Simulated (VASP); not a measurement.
# Si2Mo in VASP: notebook

The runs below take Si2Mo through electric field gradients, with PBEsol.

All numbers are computed with VASP 6.6.1; they aren't measurements. Logs are shortened: lines on timing, memory, paths and dates and some standing lists are left out, and cuts for length are marked.

### Step 1. The cell of the first run

The structure is monoclinic, space group C2/m (No. 12). Conventional cell: a = 4.571 Å, b = 4.480 Å, c = 4.491 Å, α = 90.00°, β = 118.97°, γ = 90.00°. Si (site symmetry m) has 9 Si at 2.59 to 3.20 Å and 5 Mo at 2.60 to 2.67 Å within 3.4 Å. Mo (site symmetry 2/m) has 10 Si at 2.60 to 2.67 Å and 4 Mo at 3.20 Å within 3.4 Å.

### Step 2. Electric field gradients, PBEsol (equal xy, yz and zx shear strains of +2 %)

INCAR

```
SYSTEM = Si2Mo
ALGO = Normal
EDIFF = 1E-8
ENCUT = 520
GGA = PS
ISIF = 2
ISMEAR = -1
LASPH = .True.
LCHARG = .False.
LEFG = .True.
LREAL = .False.
LWAVE = .False.
NBANDS = 18
NELM = 60
PREC = Accurate
SIGMA = 0.03
```

KPOINTS

```
k-points
0
Gamma
  12 12 16
  0 0 0
```

POSCAR

```
Si2Mo
1.0
   -1.5446950000      1.6233050000      3.9305000000
    1.6233050000     -1.5446950000      3.9305000000
    1.5766950000      1.5766950000     -3.8985000000
Si Mo
2 1
Direct
    0.3330000000      0.3330000000      0.0000000000
    0.6670000000      0.6670000000      0.0000000000
    0.0000000000      0.0000000000      0.0000000000
```

Potentials or basis: VASP PAW PBE potentials, release 64 (Si, Mo_sv).

Run with:

```bash
$ cat potpaw_PBE.64/Si/POTCAR potpaw_PBE.64/Mo_sv/POTCAR > POTCAR
$ mpirun -np 1 vasp_std > vasp.out
```

OUTCAR:

```text
SYSTEM = Si2Mo
   EDIFF = 1E-8
   ENCUT = 520
   GGA = PS
   ISIF = 2
   ISMEAR = -1
   LASPH = .True.
   LREAL = .False.
   NELM = 60
   PREC = Accurate

 ion  position               nearest neighbor table
   1  0.333  0.333  0.000-   2 2.59   2 2.59   3 2.60   3 2.60   2 2.60   3 2.60   3 2.62   2 2.63
                             2 2.66   3 2.67
   2  0.667  0.667  0.000-   1 2.59   1 2.59   3 2.60   3 2.60   1 2.60   3 2.60   3 2.62   1 2.63
                             1 2.66   3 2.67
   3  0.000  0.000  0.000-   2 2.60   2 2.60   1 2.60   1 2.60   1 2.60   2 2.60   2 2.62   1 2.62
                             2 2.67   1 2.67

  Warning from LATTYP: Got some problem with cell dimensions!
  Tried to take original basis but could not verify dimensions!
  LATTYP: Found a base centered monoclinic cell.
 ALAT       =     4.5711862793
 B/A-ratio  =     0.9801019455
 C/A-ratio  =     0.9824864640
 COS(beta)  =    -0.4842842812

  Lattice vectors:

 A1 = (  -0.0320000000,  -3.2000000000,  -0.0320000000)
 A2 = (  -3.2000000000,  -0.0320000000,  -0.0320000000)
 A3 = (   1.5766950000,   1.5766950000,  -3.8985000000)

Analysis of symmetry for initial positions (statically):
=====================================================================
 Subroutine PRICEL returns:
 Original cell was already a primitive cell.

 Routine SETGRP: Setting up the symmetry group for a
 base centered monoclinic supercell.

 Subroutine GETGRP returns: Found  4 space group operations
 (whereof  4 operations were pure point group operations)
 out of a pool of  4 trial point group operations.

The static configuration has the point symmetry C_2h.

Analysis of symmetry for dynamics (positions and initial velocities):
=====================================================================
 Subroutine PRICEL returns:
 Original cell was already a primitive cell.

 Routine SETGRP: Setting up the symmetry group for a
 base centered monoclinic supercell.

 Subroutine GETGRP returns: Found  4 space group operations
 (whereof  4 operations were pure point group operations)
 out of a pool of  4 trial point group operations.

The dynamic configuration has the point symmetry C_2h.

 Subroutine INISYM returns: Found  4 space group operations
 (whereof  4 operations are pure point group operations),
 and found     1 'primitive' translations

[... 135 lines left out ...]

 Free energy of the ion-electron system (eV)
  ---------------------------------------------------
  ext. energy  EPLUGINS =         0.00000000
  ---------------------------------------------------
  free energy    TOTEN  =       -25.04263746 eV

  energy without entropy =      -25.04192499  energy(sigma->0) =      -25.04228122

 E-fermi :  12.1938     XC(G=0): -12.5116

 val. band max:       12.1908675712   @ k =  -0.4167   0.4167   0.3750
 cond. band min:      12.1970306665   @ k =  -0.4167  -0.4167   0.3750
 fundamental gap:      0.0061630953
 Fermi energy:        12.1937680160

 k-point     1 :       0.0000    0.0000    0.0000
  band No.  band energies     occupation
      1     -48.4476      2.00000
      2     -22.6437      2.00000
      3     -22.5453      2.00000
      4     -22.5395      2.00000
      5      -1.2687      2.00000
      6       5.8361      2.00000
[... 481 lines left out ...]
      5       1.7071      2.00000
      6       4.1345      2.00000
[... 10 lines left out ...]
     17      19.3813      0.00000
     18      20.3094      0.00000

 [... further k-points ...]
[... 5 lines left out ...]
  --------------------------------------------------------------------------------------
  -------------------------------------------------------------------------------------
  Total       -0.4124508     -0.4124508     -0.7552349     -0.9315911     -0.9726858     -0.9726859
  in kB      -16.4234520    -16.4234520    -30.0728294    -37.0951908    -38.7315475    -38.7315487
  external PRESSURE =     -20.9732445 kB  Pullay stress =       0.0000000 kB

 VOLUME and BASIS-vectors are now :
 -----------------------------------------------------------------------------
  energy-cutoff  :      520.00
  volume of cell :       40.24
      direct lattice vectors                 reciprocal lattice vectors
    -1.544695000  1.623305000  3.930500000    -0.004354429  0.311302136  0.124140802
     1.623305000 -1.544695000  3.930500000     0.311302136 -0.004354429  0.124140802
     1.576695000  1.576695000 -3.898500000     0.309467221  0.309467221 -0.006189344

 POSITION                                       TOTAL-FORCE (eV/Angst)
 -----------------------------------------------------------------------------------
      0.02618      0.02618      2.61771         0.010035      0.010035      0.316376
      0.05243      0.05243      5.24329        -0.010035     -0.010035     -0.316376
      0.00000      0.00000      0.00000        -0.000000      0.000000      0.000000
 -----------------------------------------------------------------------------------
    total drift:                                0.000000      0.000000     -0.000000

  FREE ENERGIE OF THE ION-ELECTRON SYSTEM (eV)
  ---------------------------------------------------
  free  energy   TOTEN  =       -25.0426374569 eV

  energy  without entropy=      -25.0419249857  energy(sigma->0) =      -25.04228122

 Electric field gradients (V/A^2)
---------------------------------------------------------------------
 ion       V_xx      V_yy      V_zz      V_xy      V_xz      V_yz
---------------------------------------------------------------------
   1       5.904     5.904   -11.807     4.260     3.296     3.296
   2       5.904     5.904   -11.807     4.260     3.296     3.296
   3      29.160    29.160   -58.320    13.531    12.532    12.532
---------------------------------------------------------------------

 Electric field gradients after diagonalization (V/A^2)
 (convention: |V_zz| > |V_xx| > |V_yy|)
----------------------------------------------------------------------
 ion       V_xx      V_yy      V_zz     asymmetry (V_yy - V_xx)/ V_zz
----------------------------------------------------------------------
   1      11.112     1.643   -12.755       0.742
   2      11.112     1.643   -12.755       0.742
   3      45.710    15.629   -61.339       0.490
----------------------------------------------------------------------

           NMR quadrupolar parameters

 Cq : quadrupolar parameter    Cq=e*Q*V_zz/h
 eta: asymmetry parameters     (V_yy - V_xx)/ V_zz
 Q  : nuclear electric quadrupole moment in mb (millibarn)
----------------------------------------------------------------------
 ion       Cq(MHz)       eta       Q (mb)
----------------------------------------------------------------------
   1      -0.031       0.742       1.000
   2      -0.031       0.742       1.000
   3      -0.148       0.490       1.000
----------------------------------------------------------------------
```

stdout:

```text
POSCAR found type information on POSCAR SiMo
 POSCAR found :  2 types and       3 ions
 scaLAPACK will be used
 -----------------------------------------------------------------------------
|                                                                             |
|                                                                             |
|     You enforced a specific xc type in the INCAR file but a different       |
|     I HOPE YOU KNOW WHAT YOU ARE DOING!                                     |
|                                                                             |
 -----------------------------------------------------------------------------

 LDA part: xc-table for (Slater+PW92), standard interpolation
 POSCAR, INCAR and KPOINTS ok, starting setup
 FFT: planning ... GRIDC
 FFT: planning ... GRID_SOFT
 FFT: planning ... GRID
 WAVECAR not read
 entering main loop
ion   1

ion   2

ion   3
```

Run time: 13 min. Hardware: 1 thread of Intel Xeon Platinum 8259CL at 2.50GHz (Skylake/Cascade Lake), shared host; peak memory 0.54 GiB.

Results:

| Quantity | Value |
| --- | --- |
| Free energy | -25.0426 eV |
| Pressure | -2.1 GPa |
| Largest force | 0.317 eV/Å |
| Band gap on the k mesh | zero (bands 11 and 12 overlap by 0.99 eV) |
| Largest electric field gradient by atom | Si -12.8; Mo -61.3 V/Å² |

Forces on the atoms (eV/Å):
```
Si   0.010  0.010  0.316
Si  -0.010 -0.010 -0.316
Mo   0.000  0.000  0.000
```

Stress tensor (GPa, compression positive):
```
-1.64 -3.71 -3.87
-3.71 -1.64 -3.87
-3.87 -3.87 -3.01
```

Electric field gradients, principal values (V/Å²):
| atom | least | middle | greatest (by size) |
| --- | --- | --- | --- |
| 1 Si | 1.643 | 11.112 | -12.755 |
| 2 Si | 1.643 | 11.112 | -12.755 |
| 3 Mo | 15.629 | 45.710 | -61.339 |

Caveat: the cell differs from its parent crystal (equal xy, yz and zx shear strains of +2 %); without QUAD_EFG the Cq values of the log hold for a quadrupole moment of 1 mb, not for the nuclei; the PAW data sets were made with another functional, which shifts forces and pressure a little.

### Step 3. Electric field gradients, PBEsol (zz strain of -2 %)

INCAR

```
SYSTEM = Si2Mo
PREC = Accurate
ENCUT = 520
EDIFF = 1E-8
ISMEAR = -1
SIGMA = 0.03
LREAL = .False.
LASPH = .True.
NELM = 60
ALGO = Normal
ISIF = 2
LWAVE = .False.
LCHARG = .False.
GGA = PS
LEFG = .True.
ISYM = 0
NBANDS = 18
```

KPOINTS

```
regular mesh
0
Gamma
  12 12 16
  0 0 0
```

POSCAR

```
Si2Mo
1.0
   -1.6000000000      1.6000000000      3.8518900000
    1.6000000000     -1.6000000000      3.8518900000
    1.6000000000      1.6000000000     -3.8518900000
Si Mo
2 1
Direct
    0.3330000000      0.3330000000      0.0000000000
    0.6670000000      0.6670000000      0.0000000000
    0.0000000000      0.0000000000      0.0000000000
```

Potentials or basis: VASP PAW PBE potentials, release 64 (Si, Mo_sv).

Run with:

```bash
$ cat potpaw_PBE.64/Si/POTCAR potpaw_PBE.64/Mo_sv/POTCAR > POTCAR
$ mpirun -np 1 vasp_std > vasp.out
```

OUTCAR:

```text
SYSTEM = Si2Mo
   PREC = Accurate
   ENCUT = 520
   EDIFF = 1E-8
   ISMEAR = -1
   LREAL = .False.
   LASPH = .True.
   NELM = 60
   ISIF = 2
   GGA = PS
   ISYM = 0

 ion  position               nearest neighbor table
   1  0.333  0.333  0.000-   3 2.57   2 2.57   2 2.60   2 2.60   2 2.60   2 2.60   3 2.60   3 2.60
                             3 2.60   3 2.60
   2  0.667  0.667  0.000-   3 2.57   1 2.57   1 2.60   1 2.60   1 2.60   1 2.60   3 2.60   3 2.60
                             3 2.60   3 2.60
   3  0.000  0.000  0.000-   1 2.57   2 2.57   2 2.60   1 2.60   2 2.60   2 2.60   2 2.60   1 2.60
                             1 2.60   1 2.60

IMPORTANT INFORMATION: All symmetrisations will be switched off!
NOSYMM: (Re-)initialisation of all symmetry stuff for point group C_1.

----------------------------------------------------------------------------------------

                                     Primitive cell

  volume of cell :      39.4434

  direct lattice vectors                    reciprocal lattice vectors
    -1.600000000  1.600000000  3.851890000     0.000000000  0.312500000  0.129806407
     1.600000000 -1.600000000  3.851890000     0.312500000  0.000000000  0.129806407
     1.600000000  1.600000000 -3.851890000     0.312500000  0.312500000  0.000000000

  length of vectors
     4.467332154  4.467332154  4.467332154     0.338387283  0.338387283  0.441941738

  position of ions in fractional coordinates (direct lattice)
     0.333000000  0.333000000  0.000000000
     0.667000000  0.667000000  0.000000000
     0.000000000  0.000000000  0.000000000

  ion indices of the primitive-cell ions
   primitive index   ion index
                 1           1
                 2           2
[... 151 lines left out ...]
  band No.  band energies     occupation
      1     -48.1323      2.00000
      2     -22.3321      2.00000
      3     -22.2459      2.00000
      4     -22.2447      2.00000
      5      -1.1130      2.00000
      6       6.0338      2.00000
[... 481 lines left out ...]
      5       1.4318      2.00000
      6       4.6683      2.00000
[... 10 lines left out ...]
     17      20.1287      0.00000
     18      21.0857      0.00000

 [... further k-points ...]
[... 5 lines left out ...]
  --------------------------------------------------------------------------------------
  -------------------------------------------------------------------------------------
  Total       -0.0002428     -0.0002428      1.9373947      0.0006033     -0.0017207     -0.0017207
  in kB       -0.0098606     -0.0098619     78.6964003      0.0245070     -0.0698961     -0.0698946
  external PRESSURE =      26.2255593 kB  Pullay stress =       0.0000000 kB

 VOLUME and BASIS-vectors are now :
 -----------------------------------------------------------------------------
  energy-cutoff  :      520.00
  volume of cell :       39.44
      direct lattice vectors                 reciprocal lattice vectors
    -1.600000000  1.600000000  3.851890000     0.000000000  0.312500000  0.129806407
     1.600000000 -1.600000000  3.851890000     0.312500000  0.000000000  0.129806407
     1.600000000  1.600000000 -3.851890000     0.312500000  0.312500000  0.000000000

 POSITION                                       TOTAL-FORCE (eV/Angst)
 -----------------------------------------------------------------------------------
      0.00000      0.00000      2.56536         0.000901      0.000901      0.298025
      0.00000      0.00000      5.13842        -0.000901     -0.000901     -0.298025
      0.00000      0.00000      0.00000        -0.000000      0.000000      0.000000
 -----------------------------------------------------------------------------------
    total drift:                                0.000000      0.000000      0.000000

  FREE ENERGIE OF THE ION-ELECTRON SYSTEM (eV)
  ---------------------------------------------------
  free  energy   TOTEN  =       -25.0604824209 eV

  energy  without entropy=      -25.0598571747  energy(sigma->0) =      -25.06016980

 Electric field gradients (V/A^2)
---------------------------------------------------------------------
 ion       V_xx      V_yy      V_zz      V_xy      V_xz      V_yz
---------------------------------------------------------------------
   1       8.086     8.086   -16.172    -0.078     0.002     0.002
   2       8.086     8.086   -16.172    -0.078     0.002     0.002
   3      42.509    42.509   -85.017    -0.342    -0.075    -0.075
---------------------------------------------------------------------

 Electric field gradients after diagonalization (V/A^2)
 (convention: |V_zz| > |V_xx| > |V_yy|)
----------------------------------------------------------------------
 ion       V_xx      V_yy      V_zz     asymmetry (V_yy - V_xx)/ V_zz
----------------------------------------------------------------------
   1       8.163     8.008   -16.172       0.010
   2       8.163     8.008   -16.172       0.010
   3      42.851    42.167   -85.018       0.008
----------------------------------------------------------------------

           NMR quadrupolar parameters

 Cq : quadrupolar parameter    Cq=e*Q*V_zz/h
 eta: asymmetry parameters     (V_yy - V_xx)/ V_zz
 Q  : nuclear electric quadrupole moment in mb (millibarn)
----------------------------------------------------------------------
 ion       Cq(MHz)       eta       Q (mb)
----------------------------------------------------------------------
   1      -0.039       0.010       1.000
   2      -0.039       0.010       1.000
   3      -0.206       0.008       1.000
----------------------------------------------------------------------
```

OSZICAR:

```text
N       E                     dE             d eps       ncg     rms          rms(c)
DAV:   1     0.118663625037E+03    0.11866E+03   -0.11308E+04 41680   0.116E+03
DAV:   2    -0.229452309610E+02   -0.14161E+03   -0.13873E+03 49736   0.299E+02
DAV:   3    -0.260179869996E+02   -0.30728E+01   -0.30396E+01 51692   0.390E+01
DAV:   4    -0.260349578209E+02   -0.16971E-01   -0.16958E-01 49062   0.316E+00
DAV:   5    -0.260350707422E+02   -0.11292E-03   -0.11292E-03 48992   0.271E-01    0.235E+01
DAV:   6    -0.252247148303E+02    0.81036E+00   -0.56018E+00 43930   0.157E+01    0.519E+00
DAV:   7    -0.251007173514E+02    0.12400E+00   -0.76040E-01 43252   0.537E+00    0.479E+00
DAV:   8    -0.250614357840E+02    0.39282E-01   -0.97600E-02 45078   0.230E+00    0.415E-01
DAV:   9    -0.250606017458E+02    0.83404E-03   -0.17213E-03 49700   0.336E-01    0.243E-01
DAV:  10    -0.250604980170E+02    0.10373E-03   -0.42849E-04 46226   0.181E-01    0.575E-02
DAV:  11    -0.250604853505E+02    0.12667E-04   -0.14357E-04 45418   0.916E-02    0.390E-02
DAV:  12    -0.250604830470E+02    0.23035E-05   -0.21579E-05 44438   0.333E-02    0.828E-03
DAV:  13    -0.250604825281E+02    0.51888E-06   -0.11655E-06 45112   0.912E-03    0.226E-03
DAV:  14    -0.250604824370E+02    0.91104E-07   -0.17920E-08 38356   0.102E-03    0.435E-04
DAV:  15    -0.250604824198E+02    0.17203E-07   -0.34197E-09 23540   0.482E-04    0.564E-04
DAV:  16    -0.250604824209E+02   -0.10732E-08   -0.75166E-10 22786   0.227E-04
   1 F= -.25060482E+02 E0= -.25060170E+02  d E =-.625246E-03
```

Wall time 34 min (1 thread of Oxide Virtual Turin-like, shared host); peak memory 0.8 GiB.

What came out:

```yaml
Free_energy: -25.0605 eV
Pressure: 2.6 GPa
Largest_force: 0.298 eV/Å
Band_gap_on_the_k_mesh: zero (bands 11 and 12 overlap by 0.99 eV)
Largest_electric_field_gradient_by_atom: Si -16.2; Mo -85.0 V/Å²
```

Forces on the atoms (eV/Å):
```
Si   0.001  0.001  0.298
Si  -0.001 -0.001 -0.298
Mo   0.000  0.000  0.000
```

Stress tensor (GPa, compression positive):
```
 0.00  0.00 -0.01
 0.00  0.00 -0.01
-0.01 -0.01  7.87
```

Levels at points of the mesh, in eV from the Fermi level:
```
           k point  band 7  band 8  band 9  band 10  band 11  band 12  band 13  band 14  band 15  band 16
(0.00, 0.00, 0.00)   -3.13   -3.09   -2.78    -2.78     0.35     3.03     3.14     3.58     3.58     4.27
(0.50, 0.00, 0.00)   -4.93   -4.46   -2.64    -2.63    -0.57     2.27     2.98     4.33     4.53     5.40
(0.00, 0.50, 0.00)   -4.93   -4.46   -2.64    -2.63    -0.57     2.27     2.98     4.33     4.53     5.40
(0.50, 0.50, 0.00)   -5.79   -5.22   -4.57    -3.00    -1.14     2.32     2.84     3.34     3.55     4.89
(0.00, 0.00, 0.50)   -5.79   -5.22   -4.58    -3.00    -1.14     2.32     2.84     3.34     3.55     4.89
(0.50, 0.00, 0.50)   -4.93   -4.46   -2.64    -2.63    -0.57     2.27     2.98     4.33     4.53     5.40
(0.00, 0.50, 0.50)   -4.93   -4.46   -2.64    -2.63    -0.57     2.27     2.98     4.33     4.53     5.40
(0.50, 0.50, 0.50)   -3.63   -2.35   -0.62    -0.62    -0.56    -0.56     0.51     5.10     5.52     6.00
```

Electric field gradients, principal values (V/Å²):
```tsv
atom	least	middle	greatest (by size)
1 Si	8.008	8.163	-16.172
2 Si	8.008	8.163	-16.172
3 Mo	42.167	42.851	-85.018
```

Caveat: the cell differs from its parent crystal (zz strain of -2 %); the stress differs along the axes, from -0 to 8 GPa; without QUAD_EFG the Cq values of the log hold for a quadrupole moment of 1 mb, not for the nuclei; the PAW data sets were made with another functional, which shifts forces and pressure a little.

The gap in the log of VASP goes by the Fermi energy; the results here count the filled bands.